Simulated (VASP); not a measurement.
# CdTe (F-43m) in VASP: notebook, part 2 of 2

VASP 6.6.1. Earlier steps stand in the parts before.

### 3 Dielectric tensor, LDA

INCAR reads:

```
  PREC = Accurate
  ENCUT = 520
  EDIFF = 1E-8
  ISMEAR = 0
  SIGMA = 0.01
  LREAL = F
  LASPH = T
  NELM = 100
  ALGO = Normal
  ISIF = 2
  LWAVE = F
  LCHARG = F
  LEPSILON = T
```

KPOINTS reads:

```
Automatic mesh
0
Gamma
  7 7 7
```

POSCAR reads:

```
CdTe
1.0
    0.0000000000      3.2050000000      3.2050000000
    3.2050000000      0.0000000000      3.2050000000
    3.2050000000      3.2050000000      0.0000000000
Te Cd
1 1
Direct
    0.7500000000      0.7500000000      0.7500000000
    0.0000000000      0.0000000000      0.0000000000
```

Potentials or basis: VASP PAW LDA potentials, release 64 (Te, Cd).

On the command line:

```
$ cat potpaw_LDA.64/Te/POTCAR potpaw_LDA.64/Cd/POTCAR > POTCAR
$ mpirun -np 1 vasp_std > vasp.out
```

OUTCAR:

```text
PREC = Accurate
   ENCUT = 520
   EDIFF = 1E-8
   ISMEAR = 0
   LREAL = F
   LASPH = T
   NELM = 100
   ISIF = 2
   LEPSILON = T

 ion  position               nearest neighbor table
   1  0.750  0.750  0.750-   2 2.78   2 2.78   2 2.78   2 2.78
   2  0.000  0.000  0.000-   1 2.78   1 2.78   1 2.78   1 2.78

  LATTYP: Found a face centered cubic cell.
 ALAT       =     6.4100000000

  Lattice vectors:

 A1 = (   0.0000000000,   3.2050000000,   3.2050000000)
 A2 = (   3.2050000000,   0.0000000000,   3.2050000000)
 A3 = (   3.2050000000,   3.2050000000,   0.0000000000)

Analysis of symmetry for initial positions (statically):
[... 559 lines left out ...]
    -0.00040  0.68671  0.00000
     0.68671 -0.00040  0.00000
     0.00000  0.00000  0.00010

 MACROSCOPIC STATIC DIELECTRIC TENSOR (including local field effects in DFT)
 ------------------------------------------------------
          14.211826    -0.000000    -0.000000
           0.000000    14.211826    -0.000000
          -0.000000     0.000000    14.211826
 ------------------------------------------------------

 PIEZOELECTRIC TENSOR (including local field effects)  for field in x, y, z        (e  Angst)
          XX          YY          ZZ          XY          YZ          ZX
  --------------------------------------------------------------------------------
  x    -0.00000     0.00000     0.00000     0.00000     2.85100     0.00000
  y     0.00000     0.00000     0.00000     0.00000     0.00000     2.85100
  z     0.00000     0.00000    -0.00000     2.85100     0.00000     0.00000

 PIEZOELECTRIC TENSOR (including local field effects)  for field in x, y, z        (C/m^2)
          XX          YY          ZZ          XY          YZ          ZX
  --------------------------------------------------------------------------------
  x    -0.00000     0.00000     0.00000     0.00000     0.69374     0.00000
  y     0.00000     0.00000     0.00000     0.00000     0.00000     0.69374
  z     0.00000     0.00000    -0.00000     0.69374     0.00000     0.00000

 BORN EFFECTIVE CHARGES (including local field effects) (in |e|, cummulative output)
 ---------------------------------------------------------------------------------
 ion    1
    1    -2.30108     0.00000     0.00000
    2     0.00000    -2.30108    -0.00000
    3    -0.00000     0.00000    -2.30108
 ion    2
    1     2.30108    -0.00000    -0.00000
    2    -0.00000     2.30108     0.00000
    3     0.00000    -0.00000     2.30108
```

It took 6.2 min on 1 thread of Intel Xeon Platinum 8259CL at 2.50GHz (Skylake/Cascade Lake), shared host; peak memory 0.3 GiB.

What came out:

| Quantity | Value |
| --- | --- |
| Band gap on the k mesh | 0.65 eV |
| Electronic dielectric tensor (diagonal) | 14.21 |
| Born charges (mean of the diagonal) | Te -2.30; Cd +2.30 e |

Electronic dielectric tensor:
```
14.21  0.00  0.00
 0.00 14.21  0.00
 0.00  0.00 14.21
```

Born effective charge tensors (e):
atom 1, Te
```
-2.30  0.00  0.00
 0.00 -2.30  0.00
 0.00  0.00 -2.30
```
atom 2, Cd
```
2.30 0.00 0.00
0.00 2.30 0.00
0.00 0.00 2.30
```

Caveat: the gap is small at this level, which inflates the dielectric constant; spin-orbit coupling is left out, which moves the levels of the heavy elements.

### 4 Dielectric tensor, PBEsol

INCAR reads:

```
SYSTEM = CdTe
PREC = Accurate
ENCUT = 520
EDIFF = 1E-8
ISMEAR = 0
SIGMA = 0.01
LREAL = .FALSE.
LASPH = .TRUE.
NELM = 60
ALGO = Normal
ISIF = 2
LWAVE = .FALSE.
LCHARG = .FALSE.
GGA = PS
LEPSILON = .TRUE.
```

KPOINTS reads:

```
regular mesh
0
G
  7 7 7
  0 0 0
```

POSCAR is that of step 3.

Potentials or basis: VASP PAW PBE potentials, release 64 (Te, Cd).

On the command line:

```
$ cat potpaw_PBE.64/Te/POTCAR potpaw_PBE.64/Cd/POTCAR > POTCAR
$ mpirun -np 1 vasp_std > vasp.out
```

OUTCAR:

```text
SYSTEM = CdTe
   PREC = Accurate
   ENCUT = 520
   EDIFF = 1E-8
   ISMEAR = 0
   LREAL = .FALSE.
   LASPH = .TRUE.
   NELM = 60
   ISIF = 2
   GGA = PS
   LEPSILON = .TRUE.

 ion  position               nearest neighbor table
   1  0.750  0.750  0.750-   2 2.78   2 2.78   2 2.78   2 2.78
   2  0.000  0.000  0.000-   1 2.78   1 2.78   1 2.78   1 2.78

  LATTYP: Found a face centered cubic cell.
 ALAT       =     6.4100000000

  Lattice vectors:

 A1 = (   0.0000000000,   3.2050000000,   3.2050000000)
 A2 = (   3.2050000000,   0.0000000000,   3.2050000000)
 A3 = (   3.2050000000,   3.2050000000,   0.0000000000)

Analysis of symmetry for initial positions (statically):
=====================================================================
 Subroutine PRICEL returns:
 Original cell was already a primitive cell.

 Routine SETGRP: Setting up the symmetry group for a
 face centered cubic supercell.

[... 534 lines left out ...]

 Free energy of the ion-electron system (eV)
  ---------------------------------------------------
  ---------------------------------------------------
  free energy    TOTEN  =        -2.13966722 eV

  energy without entropy =       -2.13966722

------------------------ aborting loop because EDIFF is reached ----------------------------------------

 PIEZOELECTRIC TENSOR FIELD DIRECTION 3  (e Angst)
 -----------------------------------------------------------------------------
    -0.00159  2.68240  0.00000           (  0.00001 -0.08113  0.00000)
     2.68240 -0.00159  0.00000           ( -0.08113  0.00001  0.00000)
     0.00000  0.00000  0.00022           (  0.00000  0.00000 -0.00000)

 PIEZOELECTRIC TENSOR FIELD DIRECTION 3  (C/m^2)
 -----------------------------------------------------------------------------
    -0.00039  0.65271  0.00000
     0.65271 -0.00039  0.00000
     0.00000  0.00000  0.00005

 MACROSCOPIC STATIC DIELECTRIC TENSOR (including local field effects in DFT)
 ------------------------------------------------------
          12.089814    -0.000000     0.000000
           0.000000    12.089814    -0.000000
           0.000000     0.000000    12.089814
 ------------------------------------------------------

 PIEZOELECTRIC TENSOR (including local field effects)  for field in x, y, z        (e  Angst)
          XX          YY          ZZ          XY          YZ          ZX
  --------------------------------------------------------------------------------
  x     0.00000     0.00000     0.00000     0.00000     2.71064     0.00000
  y     0.00000    -0.00000     0.00000     0.00000     0.00000     2.71064
  z     0.00000    -0.00000     0.00000     2.71064     0.00000     0.00000

 PIEZOELECTRIC TENSOR (including local field effects)  for field in x, y, z        (C/m^2)
          XX          YY          ZZ          XY          YZ          ZX
  --------------------------------------------------------------------------------
  x     0.00000     0.00000     0.00000     0.00000     0.65958     0.00000
  y     0.00000    -0.00000     0.00000     0.00000     0.00000     0.65958
  z     0.00000    -0.00000     0.00000     0.65958     0.00000     0.00000

 BORN EFFECTIVE CHARGES (including local field effects) (in |e|, cummulative output)
 ---------------------------------------------------------------------------------
 ion    1
    1    -2.25982     0.00000     0.00000
    2     0.00000    -2.25982     0.00000
    3     0.00000     0.00000    -2.25982
 ion    2
    1     2.25982     0.00000     0.00000
    2     0.00000     2.25982     0.00000
    3     0.00000     0.00000     2.25982
```

It took 12 min on 1 thread of Intel Xeon 8259CL, shared host; peak memory 0.33 GiB.

What came out:

| Quantity | Value |
| --- | --- |
| Band gap on the k mesh | 0.76 eV |
| Electronic dielectric tensor (diagonal) | 12.09 |
| Born charges (mean of the diagonal) | Te -2.26; Cd +2.26 e |

Levels at points of the mesh, in eV from the valence-band top:
```tsv
k point	band 7	band 8	band 9	band 10	band 11	band 12
(0.00, 0.00, 0.00)	0.00	0.00	0.00	0.76	4.52	4.52
```

Electronic dielectric tensor:
```
12.09  0.00  0.00
 0.00 12.09  0.00
 0.00  0.00 12.09
```

Born effective charge tensors (e):
atom 1, Te
```
-2.26  0.00  0.00
 0.00 -2.26  0.00
 0.00  0.00 -2.26
```
atom 2, Cd
```
2.26 0.00 0.00
0.00 2.26 0.00
0.00 0.00 2.26
```

Caveat: the PAW data sets were made with another functional, which shifts forces and pressure a little; spin-orbit coupling is left out, which moves the levels of the heavy elements.

### 5 Elastic constants, PBE

INCAR reads:

```
SYSTEM = CdTe
PREC = Accurate
ENCUT = 600
EDIFF = 1E-8
ISMEAR = -1
SIGMA = 0.05
LREAL = .False.
LASPH = .True.
NELM = 100
ALGO = Normal
ISIF = 3
LWAVE = .False.
LCHARG = .True.
GGA = PE
NBANDS = 16
IBRION = 6
NFREE = 2
POTIM = 0.015
NSW = 1
```

KPOINTS reads:

```
Automatic mesh
0
Gamma
  5 5 5
  0 0 0
```

POSCAR is that of step 4.

On the command line:

```
$ cat potpaw_PBE.64/Te/POTCAR potpaw_PBE.64/Cd/POTCAR > POTCAR
$ mpirun -np 1 vasp_std > vasp.out
```

Run time: 3.2 min. Hardware: 1 thread of Intel Xeon 6975P-C (Granite Rapids), shared host; peak memory 0.26 GiB.

Results (log left out):

| Item | Value |
| --- | --- |
| Elastic constants C11, C12, C44 | 59, 46, 17 GPa |
| Voigt bulk modulus | 51 GPa |
| Highest phonon frequency at Γ, LO-TO splitting left out | 155 cm⁻¹ |

Phonon frequencies in cm⁻¹ (negative: imaginary):
```csv
q point,frequencies
"(0.000, 0.000, 0.000)",0 0 0 155 155 155
```

Elastic tensor in Voigt notation (GPa, in the Cartesian axes of the cell as first typed):
```
59 46 46  0  0  0
46 59 46  0  0  0
46 46 59  0  0  0
 0  0  0 17  0  0
 0  0  0  0 17  0
 0  0  0  0  0 17
```

Clamped-ion elastic tensor (GPa):
```
59 46 46  0  0  0
46 59 46  0  0  0
46 46 59  0  0  0
 0  0  0 46  0  0
 0  0  0  0 46  0
 0  0  0  0  0 46
```

Caveat: the cell is under stress, which shifts elastic constants; spin-orbit coupling is left out, which moves the levels of the heavy elements.

### 6 Elastic constants, LDA

INCAR reads:

```
PREC = Accurate
ENCUT = 600
EDIFF = 1E-8
ISMEAR = 0
SIGMA = 0.01
LREAL = F
LASPH = T
NELM = 80
ALGO = Normal
ISIF = 3
LWAVE = F
LCHARG = T
NBANDS = 16
IBRION = 6
NFREE = 2
POTIM = 0.015
NSW = 1
```

KPOINTS reads:

```
regular mesh
0
Gamma
  5 5 5
```

POSCAR is that of step 5.

Potentials or basis: VASP PAW LDA potentials, release 64 (Te, Cd).

On the command line:

```
$ cat potpaw_LDA.64/Te/POTCAR potpaw_LDA.64/Cd/POTCAR > POTCAR
$ mpirun -np 1 vasp_std > vasp.out
```

It took 4.5 min on 1 thread of Intel Xeon Platinum 8488C (Sapphire Rapids), shared host; peak memory 0.23 GiB.

It converged, with:

```yaml
Elastic_constants_C11_C12_C44: 59, 41, 21 GPa
Voigt_bulk_modulus: 47 GPa
Highest_phonon_frequency_at_Γ_LO-TO_splitting_left_out: 150 cm⁻¹
```

Phonon frequencies in cm⁻¹ (negative: imaginary):
```tsv
q point	frequencies
(0.000, 0.000, 0.000)	0 0 0 150 150 150
```

Elastic tensor in Voigt notation (GPa, in the Cartesian axes of the cell as first typed):
```
59 41 41  0  0  0
41 59 41  0  0  0
41 41 59  0  0  0
 0  0  0 21  0  0
 0  0  0  0 21  0
 0  0  0  0  0 21
```

Clamped-ion elastic tensor (GPa):
```
59 41 41  0  0  0
41 59 41  0  0  0
41 41 59  0  0  0
 0  0  0 42  0  0
 0  0  0  0 42  0
 0  0  0  0  0 42
```

Caveat: spin-orbit coupling is left out, which moves the levels of the heavy elements.

### 7 Overview

| task | level | potentials or basis | spin | k mesh | cutoff (eV) | smearing | tolerance level | purpose | route | dipole correction | ions in elastic constants | gap on the mesh (eV) |
| --- | --- | --- | --- | --- | --- | --- | --- | --- | --- | --- | --- | --- |
| band structure | LDA | VASP PAW LDA potentials, release 64 (Te, Cd) | non-collinear, zero start, SOC | 6 × 6 × 6 | 280 | gaussian 0.03 eV | standard | bands | fixed density (ICHARG 11) | - | - | - |
| dielectric tensor | LDA | VASP PAW LDA potentials, release 64 (Te, Cd) | off | 7 × 7 × 7 | 520 | gaussian 0.01 eV | - | - | - | no | - | 0.65 |
| dielectric tensor | PBEsol | VASP PAW PBE potentials, release 64 (Te, Cd) | off | 7 × 7 × 7 | 520 | gaussian 0.01 eV | - | - | - | no | - | 0.76 |
| elastic constants | PBE | VASP PAW PBE potentials, release 64 (Te, Cd) | off | 5 × 5 × 5 | 600 | fermi-dirac 0.05 eV | - | - | - | no | relaxed | - |
| elastic constants | LDA | VASP PAW LDA potentials, release 64 (Te, Cd) | off | 5 × 5 × 5 | 600 | gaussian 0.01 eV | - | - | - | no | relaxed | - |

Alike in all rows: cell as given.

Caveats: spin-orbit coupling is left out, which moves the levels of the heavy elements (at least some runs); the cutoff is under 1.25 times the usual one of these potentials, so pressure, stress and relaxed cells hold a basis-set (Pulay) error (at least some runs); the gap is small at this level, which inflates the dielectric constant (at least some runs); the PAW data sets were made with another functional, which shifts forces and pressure a little (at least some runs); the cell is under stress, which shifts elastic constants (at least some runs).

Absolute energies hang on the potentials; compare differences alone.
